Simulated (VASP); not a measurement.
Write the native input for VASP 6.6.1 that does the following.

| Item | Value |
| --- | --- |
| Task | single point |
| Functional | PBE |
| Potentials or basis | VASP PAW PBE potentials, release 64 (Ta_pv) |
| Cutoff | 500 eV |
| k mesh | 22 × 22 × 7 |
| Occupations | gaussian, width 0.15 eV |
| Spin | no spin polarisation |
| Dipole correction | no |
| Further INCAR settings | ALGO = Normal; EDIFF = 1e-06; NBANDS = 30 |

The structure of Ta lies in POSCAR:

```
Ta
1.0
   -1.6593948201      1.6593948201     -1.6593948201
   -1.6593948201     -1.6593948201      1.6593948201
    0.0000000000      6.9911326709      6.9911326709
Ta
4
Direct
    0.0000000000      0.0000000000      0.8307497717
    0.5000000000      0.5000000000      0.1186785388
    0.0000000000      0.0000000000      0.3560356164
    0.5000000000      0.5000000000      0.5933926941
```

This cell differs from its parent crystal: the distance across one plane changed.

The input as run:

INCAR

```
ALGO     = Normal         # electronic algorithm
EDIFF    = 1E-6           # SCF threshold, eV
ENCUT    = 500            # plane-wave cutoff, eV
GGA      = PE             # functional
GGA_COMPAT= False        
ISIF     = 2              # what is computed and relaxed
ISMEAR   = 0              # smearing method
LASPH    = True           # aspherical terms in the spheres
LCHARG   = True           # write CHGCAR
LELF     = True           # ELF
LREAL    = False          # projectors in reciprocal space
LVHAR    = True         
LWAVE    = False          # write WAVECAR
NBANDS   = 30             # bands
NELM     = 120            # most SCF steps
PREC     = Accurate       # precision mode
SIGMA    = 0.15           # smearing width, eV
```

KPOINTS

```
k-points
0
Gamma
  22 22 7
```

Potentials or basis: VASP PAW PBE potentials, release 64 (Ta_pv).

Command:

```bash
$ cat potpaw_PBE.64/Ta_pv/POTCAR > POTCAR
$ mpirun -np 1 vasp_std > vasp.out
```

Results of the run:

- Pressure: -6.2 GPa
- Largest force: 1.129 eV/Å
- Band gap on the k mesh: zero (bands 22 and 23 overlap by 1.95 eV)

Caveat: the cell differs from its parent crystal (the distance across one plane changed); the cell stands under tension; spin-orbit coupling is left out, which moves the levels of the heavy elements; forces of over 1 eV/Å act on the atoms, so gaps and moduli don't describe the material at rest.

Run time: 20 min on 1 thread of Intel(R) Xeon(R) Platinum 8259CL CPU @ 2.50GHz (Skylake/Cascade Lake), on a shared host, peak memory 0.83 GiB.
